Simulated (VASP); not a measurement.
# WAu (F-43m) in VASP: further runs

The runs below take WAu through single point, relaxation of cell and atoms, with r2SCAN, PBEsol+D4.

All numbers are computed with VASP 6.6.1; they aren't measurements. Logs are shortened: lines on timing, memory, paths and dates and some standing lists are left out, and cuts for length are marked.

**1. The cell of the first run**

Symmetry: F-43m, No. 216, cubic system. Conventional cell: a = 5.496 Å, b = 5.496 Å, c = 5.496 Å, α = 90.00°, β = 90.00°, γ = 90.00°. W (site symmetry -43m) has 4 Au at 2.38 Å within 3.1 Å. Within 3.1 Å of Au (site symmetry -43m) lie 4 W at 2.38 Å.

**2. Single point, r2SCAN, non-collinear spin, zero start, spin-orbit coupling**

Contents of POSCAR:

```
WAu
1.0
    0.0000000000      2.7479792600      2.7479792600
    2.7479792600      0.0000000000      2.7479792600
    2.7479792600      2.7479792600      0.0000000000
W Au
1 1
Direct
    0.0000000000      0.0000000000      0.0000000000
    0.7500000000      0.7500000000      0.7500000000
```

Contents of INCAR.step1:

```
SYSTEM = WAu
  PREC = Accurate
  ENCUT = 520
  ISMEAR = -1
  SIGMA = 0.05
  LREAL = .False.
  LASPH = .True.
  NELM = 150
  MAGMOM = 0 0 0 0 0 0
  LSORBIT = .True.
  GGA_COMPAT = .False.
  LMAXMIX = 4
  NBANDS = 37
  GGA = PE
  ALGO = Normal
  EDIFF = 1E-4
  LWAVE = .True.
  LCHARG = .False.
```

Contents of INCAR.step2:

```
SYSTEM = WAu
  PREC = Accurate
  ENCUT = 520
  EDIFF = 1E-6
  ISMEAR = -1
  SIGMA = 0.05
  LREAL = .False.
  LASPH = .True.
  NELM = 150
  ALGO = Normal
  ISIF = 2
  LWAVE = .False.
  LCHARG = .False.
  MAGMOM = 0 0 0 0 0 0
  LORBIT = 11
  LSORBIT = .True.
  GGA_COMPAT = .False.
  LORBMOM = .True.
  LMAXMIX = 4
  METAGGA = R2SCAN
  LMIXTAU = .True.
  NBANDS = 37
  ISTART = 1
```

Contents of KPOINTS:

```
regular mesh
0
Gamma
  6 6 6
  0 0 0
```

Potentials or basis: VASP PAW PBE potentials, release 64 (W_sv, Au).

Command:

```console
$ cat potpaw_PBE.64/W_sv/POTCAR potpaw_PBE.64/Au/POTCAR > POTCAR
$ cp INCAR.step1 INCAR
$ mpirun -np 1 vasp_ncl > vasp.out
$ cp INCAR.step2 INCAR
$ mpirun -np 1 vasp_ncl > vasp.out
```

OUTCAR:

```text
SYSTEM = WAu
   PREC = Accurate
   ENCUT = 520
   EDIFF = 1E-6
   ISMEAR = -1
   LREAL = .False.
   LASPH = .True.
   NELM = 150
   ISIF = 2
   LORBIT = 11
   LSORBIT = .True.
   METAGGA = R2SCAN
   ISTART = 1

 ion  position               nearest neighbor table
   1  0.000  0.000  0.000-   2 2.38   2 2.38   2 2.38   2 2.38
   2  0.750  0.750  0.750-   1 2.38   1 2.38   1 2.38   1 2.38

  LATTYP: Found a face centered cubic cell.
 ALAT       =     5.4959585200

  Lattice vectors:

 A1 = (   0.0000000000,   2.7479792600,   2.7479792600)
 A2 = (   2.7479792600,   0.0000000000,   2.7479792600)
 A3 = (   2.7479792600,   2.7479792600,   0.0000000000)

Analysis of symmetry for initial positions (statically):
=====================================================================
 Subroutine PRICEL returns:
 Original cell was already a primitive cell.

 Routine SETGRP: Setting up the symmetry group for a
 face centered cubic supercell.

 Subroutine GETGRP returns: Found 24 space group operations
 (whereof 24 operations were pure point group operations)
 out of a pool of 48 trial point group operations.

The static configuration has the point symmetry T_d .

Analysis of symmetry for dynamics (positions and initial velocities):
=====================================================================
 Subroutine PRICEL returns:
 Original cell was already a primitive cell.

 Routine SETGRP: Setting up the symmetry group for a
 face centered cubic supercell.

 Subroutine GETGRP returns: Found 24 space group operations
 (whereof 24 operations were pure point group operations)
 out of a pool of 48 trial point group operations.

The dynamic configuration has the point symmetry T_d .

Analysis of structural, dynamic, and magnetic symmetry:
=====================================================================
 Subroutine PRICEL returns:
 Original cell was already a primitive cell.

 Routine SETGRP: Setting up the symmetry group for a
 face centered cubic supercell.

 Subroutine GETGRP returns: Found 24 space group operations
 (whereof 24 operations were pure point group operations)
 out of a pool of 48 trial point group operations.

The overall configuration has the point symmetry T_d .

 Subroutine INISYM returns: Found 24 space group operations
 (whereof 24 operations are pure point group operations),
 and found     1 'primitive' translations

----------------------------------------------------------------------------------------

                                     Primitive cell

  volume of cell :      41.5021

  direct lattice vectors                    reciprocal lattice vectors
     0.000000000  2.747979260  2.747979260    -0.181951883  0.181951883  0.181951883
     2.747979260  0.000000000  2.747979260     0.181951883 -0.181951883  0.181951883
     2.747979260  2.747979260  0.000000000     0.181951883  0.181951883 -0.181951883

  length of vectors
     3.886229539  3.886229539  3.886229539     0.315149905  0.315149905  0.315149905

  position of ions in fractional coordinates (direct lattice)
     0.000000000  0.000000000  0.000000000
     0.750000000  0.750000000  0.750000000

  ion indices of the primitive-cell ions
   primitive index   ion index
                 1           1
                 2           2

----------------------------------------------------------------------------------------

 KPOINTS: regular mesh

Automatic generation of k-mesh.
 Grid dimensions read from file:
 generate k-points for:    6    6    6

 Generating k-lattice:

  Cartesian coordinates                     Fractional coordinates (reciprocal lattice)
    -0.030325314  0.030325314  0.030325314     0.166666667  0.000000000  0.000000000
     0.030325314 -0.030325314  0.030325314     0.000000000  0.166666667  0.000000000
     0.030325314  0.030325314 -0.030325314     0.000000000  0.000000000  0.166666667

  Length of vectors
     0.052524984  0.052524984  0.052524984

  Shift w.r.t. Gamma in fractional coordinates (k-lattice)
     0.000000000  0.000000000  0.000000000

 Subroutine IBZKPT returns following result:
 ===========================================

 Found     22 irreducible k-points:

 Following reciprocal coordinates:
            Coordinates               Weight
  0.000000  0.000000  0.000000      1.000000
  0.166667  0.000000  0.000000      4.000000
 -0.166667  0.000000  0.000000      4.000000
  0.333333  0.000000  0.000000      4.000000
 -0.333333  0.000000  0.000000      4.000000
  0.500000  0.000000  0.000000      4.000000
[... 14 lines left out ...]
 -0.333333  0.333333  0.166667     24.000000
 -0.333333  0.500000  0.166667     12.000000
   k-points           NKPTS =     22   k-points in BZ     NKDIM =     22   number of bands    NBANDS=     37
[... 31 lines left out ...]
   EFERMI =   0.00;   METHOD = LEGACY
   ISMEAR =    -1;   SIGMA  =   0.05  broadening in eV -4-tet -1-fermi 0-gaus
   EFERMI_NEDOS =   21; number of points for ismear=-14 and -15
   IALGO  =     38    algorithm
   IMIX   =      4    mixing-type and parameters
     AMIX     =   0.40;   BMIX     =  1.00
     AMIX_MAG =   1.60;   BMIX_MAG =  1.00
  volume/ion in A,a.u.               =      20.75       140.04
  Fermi-wavevector in a.u.,A,eV,Ry     =   1.382605  2.612744 26.008842  1.911596
  Thomas-Fermi vector in A             =   2.507280
   LORBIT       =     11    0 simple, 1 ext, 2 COOP (PROOUT), +10 PAW based schemes
   METAGGA = R2SCAN    functional components
   LHFCALC =     F    Hartree Fock is set to
   AEXX    =    0.0000 exact exchange contribution
   IVDW    =     0    specifies the selected vdW correction
   LEPSILON=     F    determine dielectric tensor
   LRPA    =     F    only Hartree local field effects (RPA)
  energy-cutoff  :      520.00
  volume of cell :       41.50
 maximum number of plane-waves:      2278
 NGX is ok and might be reduce to    30
   NGX = 15   NGY = 15   NGZ = 15

 number of electron      25.0000000 magnetization      -0.0000000     -0.0000000     -0.0000000

 number of electron      25.0000000 magnetization       0.0000000     -0.0000000      0.0000000

 number of electron      25.0000000 magnetization       0.0000000     -0.0000000     -0.0000000

 Free energy of the ion-electron system (eV)
  ---------------------------------------------------
  ext. energy  EPLUGINS =         0.00000000
  ---------------------------------------------------
  free energy    TOTEN  =       -98.57581631 eV

  energy without entropy =      -98.56283291  energy(sigma->0) =      -98.56932461

 E-fermi :   7.5060     XC(G=0): -12.4150

 val. band max:        7.4837166469   @ k =   0.5000  -0.3333   0.0000
 cond. band min:       7.6039275844   @ k =   0.5000  -0.3333   0.0000
 fundamental gap:      0.1202109375
 Fermi energy:         7.5060130911

 k-point     1 :       0.0000    0.0000    0.0000
  band No.  band energies     occupation
      1     -68.5236      1.00000
      2     -68.5236      1.00000
      3     -38.0803      1.00000
      4     -38.0803      1.00000
      5     -29.4175      1.00000
      6     -29.4175      1.00000
[... 869 lines left out ...]
     36      12.4060      0.00000
     37      20.4250      0.00000

------------------------ aborting loop because EDIFF is reached ----------------------------------------

  FORCE on cell =-STRESS in cart. coord.  units (eV):
  Direction    XX          YY          ZZ          XY          YZ          ZX
  --------------------------------------------------------------------------------------
  -------------------------------------------------------------------------------------
  Total        7.7548331      7.7548331      7.7548331      0.0000000     -0.0000000      0.0000000
  in kB      299.3730430    299.3730430    299.3730430      0.0000000     -0.0000000      0.0000000
  external PRESSURE =     299.3730430 kB  Pullay stress =       0.0000000 kB

 VOLUME and BASIS-vectors are now :
 -----------------------------------------------------------------------------
  energy-cutoff  :      520.00
  volume of cell :       41.50
      direct lattice vectors                 reciprocal lattice vectors
     0.000000000  2.747979260  2.747979260    -0.181951883  0.181951883  0.181951883
     2.747979260  0.000000000  2.747979260     0.181951883 -0.181951883  0.181951883
     2.747979260  2.747979260  0.000000000     0.181951883  0.181951883 -0.181951883

 POSITION                                       TOTAL-FORCE (eV/Angst)
 -----------------------------------------------------------------------------------
      0.00000      0.00000      0.00000        -0.000000     -0.000000     -0.000000
      4.12197      4.12197      4.12197         0.000000      0.000000      0.000000
 -----------------------------------------------------------------------------------
    total drift:                                0.000001      0.000001      0.000001

  FREE ENERGIE OF THE ION-ELECTRON SYSTEM (eV)
  ---------------------------------------------------
  free  energy   TOTEN  =       -98.5758163102 eV

  energy  without entropy=      -98.5628329073  energy(sigma->0) =      -98.56932461

 orbital moment (x)

 # of ion     p       d       tot
 ----------------------------------------
  1         0.000  -0.000  -0.000
  2         0.000  -0.000  -0.000
 ----------------------------------------
            0.000  -0.000  -0.000

 orbital moment (y)

 # of ion     p       d       tot
 ----------------------------------------
  1         0.000  -0.000  -0.000
  2         0.000   0.000   0.000
 ----------------------------------------
            0.000  -0.000  -0.000

 orbital moment (z)

 # of ion     p       d       tot
 ----------------------------------------
  1         0.000   0.000   0.000
  2         0.000  -0.000  -0.000
 ----------------------------------------
            0.000  -0.000  -0.000

 Spin-Orbit-Coupling matrix elements

 Ion:    1  E_soc:     -1.6079384
 l=   1
     0.0000000    -0.2266903    -0.2266903
    -0.2266903     0.0000000    -0.2266903
    -0.2266903    -0.2266903     0.0000000
 l=   2
     0.0000000    -0.0086063     0.0000000    -0.0086063    -0.0326931
    -0.0086063     0.0000000    -0.0245198    -0.0086063    -0.0081733
     0.0000000    -0.0245198     0.0000000    -0.0245198     0.0000000
    -0.0086063    -0.0086063    -0.0245198     0.0000000    -0.0081733
    -0.0326931    -0.0081733     0.0000000    -0.0081733     0.0000000
 l=   3
     0.0000000     0.0000000     0.0000000     0.0000000     0.0000000     0.0000000     0.0000000
     0.0000000     0.0000000     0.0000000     0.0000000     0.0000000     0.0000000     0.0000000
     0.0000000     0.0000000     0.0000000     0.0000000     0.0000000     0.0000000     0.0000000
     0.0000000     0.0000000     0.0000000     0.0000000     0.0000000     0.0000000     0.0000000
     0.0000000     0.0000000     0.0000000     0.0000000     0.0000000     0.0000000     0.0000000
     0.0000000     0.0000000     0.0000000     0.0000000     0.0000000     0.0000000     0.0000000
     0.0000000     0.0000000     0.0000000     0.0000000     0.0000000     0.0000000     0.0000000

 Ion:    2  E_soc:     -0.7987834
 l=   1
     0.0000000    -0.0648344    -0.0648344
    -0.0648344     0.0000000    -0.0648344
    -0.0648344    -0.0648344     0.0000000
 l=   2
     0.0000000    -0.0153972     0.0000000    -0.0153972    -0.0528989
    -0.0153972     0.0000000    -0.0396742    -0.0153972    -0.0132247
     0.0000000    -0.0396742     0.0000000    -0.0396742     0.0000000
    -0.0153972    -0.0153972    -0.0396742     0.0000000    -0.0132247
    -0.0528989    -0.0132247     0.0000000    -0.0132247     0.0000000
 l=   3
     0.0000000     0.0000000     0.0000000     0.0000000     0.0000000     0.0000000     0.0000000
     0.0000000     0.0000000     0.0000000     0.0000000     0.0000000     0.0000000     0.0000000
     0.0000000     0.0000000     0.0000000     0.0000000     0.0000000     0.0000000     0.0000000
     0.0000000     0.0000000     0.0000000     0.0000000     0.0000000     0.0000000     0.0000000
     0.0000000     0.0000000     0.0000000     0.0000000     0.0000000     0.0000000     0.0000000
     0.0000000     0.0000000     0.0000000     0.0000000     0.0000000     0.0000000     0.0000000
     0.0000000     0.0000000     0.0000000     0.0000000     0.0000000     0.0000000     0.0000000

 total charge

# of ion       s       p       d       tot
------------------------------------------
    1        2.425   6.238   3.486  12.149
    2        0.934   0.811   8.500  10.245
--------------------------------------------------
tot          3.360   7.049  11.986  22.394

 magnetization (x)

# of ion       s       p       d       tot
------------------------------------------
    1       -0.000   0.000   0.000  -0.000
    2        0.000   0.000   0.000   0.000
--------------------------------------------------
tot         -0.000   0.000   0.000  -0.000

 magnetization (y)

# of ion       s       p       d       tot
------------------------------------------
    1        0.000   0.000  -0.000  -0.000
    2       -0.000   0.000  -0.000  -0.000
--------------------------------------------------
tot         -0.000   0.000  -0.000  -0.000

 magnetization (z)

# of ion       s       p       d       tot
------------------------------------------
    1       -0.000   0.000   0.000   0.000
    2        0.000   0.000  -0.000   0.000
--------------------------------------------------
tot          0.000   0.000   0.000   0.000
```

Wall time 7.5 min (1 thread of Intel Xeon 6975P-C, shared host); peak memory 0.36 GiB.

Results:

```
Free energy                                           : -98.5758 eV
Pressure                                              : 29.9 GPa
Net moment                                            : 0.00 μB per cell
Valence electrons inside the program's atomic spheres : W 12.15; Au 10.24
```

Moments on the atoms (μB; x, y, z):
```
W   0.00 0.00 0.00
Au  0.00 0.00 0.00
```

Caveat: the PAW data sets were made with another functional, which shifts forces and pressure a little.

**3. Relaxation of cell and atoms, PBEsol+D4**

Contents of INCAR:

```
SYSTEM = WAu
ALGO     = Fast           ! electronic algorithm
EDIFF    = 1E-6           ! SCF threshold, eV
EDIFFG   = -0.01          ! ionic threshold
ENCUT    = 600            ! plane-wave cutoff, eV
GGA      = PS             ! functional
IBRION   = 2              ! ionic algorithm
ISIF     = 3              ! what is computed and relaxed
ISMEAR   = -1             ! smearing method
IVDW     = 13             ! dispersion correction
LASPH    = .TRUE.         ! aspherical terms in the spheres
LCHARG   = .FALSE.        ! write CHGCAR
LREAL    = .FALSE.        ! projectors in reciprocal space
LWAVE    = .FALSE.        ! write WAVECAR
NELM     = 60             ! most SCF steps
NSW      = 60             ! ionic steps
PREC     = Accurate       ! precision mode
SIGMA    = 0.05           ! smearing width, eV
```

Contents of KPOINTS:

```
k-points
0
G
  8 8 8
  0 0 0
```

POSCAR is that of step 2.

Potentials or basis: VASP PAW PBE potentials, release 64 (W_sv, Au).

Command:

```console
$ cat potpaw_PBE.64/W_sv/POTCAR potpaw_PBE.64/Au/POTCAR > POTCAR
$ mpirun -np 1 vasp_std > vasp.out
```

Wall time 66 s (1 thread of AMD EPYC 9R45 (Zen 5), shared host); peak memory 0.17 GiB.

It converged, with:

```
Free energy                            : -14.3246 eV
Relaxed volume                         : 23.40 Å³/atom
Relaxed cell                           : a = 4.045 Å, b = 4.045 Å, c = 4.045 Å, α = 60.00°, β = 60.00°, γ = 60.00°
Space group after relaxing (to 0.05 Å) : F-43m (No. 216)
Energy gained by relaxing              : 176.8 meV/atom
Ionic steps                            : 5
Pressure after relaxing                : 0.0 GPa
Dispersion energy per atom             : -0.333 eV
```

Step by step:
| step | energy change (eV) | largest force (eV/Å) | pressure (GPa) | volume (Å³) |
| --- | --- | --- | --- | --- |
| 1 | 0.0000 | 0.0000 | 24.03 | 41.50 |
| 2 | 1.0980 | 0.0000 | -20.85 | 63.14 |
| 3 | -0.3495 | 0.0000 | -1.96 | 47.45 |
| 4 | -0.3535 | 0.0000 | -0.35 | 46.92 |
| 5 | -0.3536 | 0.0000 | -0.01 | 46.81 |

Final structure:
```
W Au
1.0
     0.00000    2.86044    2.86044
     2.86044    0.00000    2.86044
     2.86044    2.86044    0.00000
W Au
1 1
Direct
  0.00000 0.00000 0.00000
  0.75000 0.75000 0.75000
```

Levels at points of the mesh, in eV from the Fermi level:
| k point | band 9 | band 10 | band 11 | band 12 | band 13 | band 14 | band 15 | band 16 |
| --- | --- | --- | --- | --- | --- | --- | --- | --- |
| (0.00, 0.00, 0.00) | -5.80 | -5.80 | -0.77 | -0.77 | -0.77 | 1.70 | 1.70 | 8.56 |
| (0.50, 0.00, 0.00) | -5.74 | -5.15 | -1.97 | -0.24 | -0.24 | 1.49 | 1.49 | 2.16 |
| (0.50, 0.50, 0.00) | -5.17 | -4.08 | -2.90 | 0.39 | 1.30 | 1.61 | 1.61 | 2.97 |

Caveat: the PAW data sets were made with another functional, which shifts forces and pressure a little; spin-orbit coupling is left out, which moves the levels of the heavy elements; pairwise dispersion overbinds metals, which lowers pressure and volume.
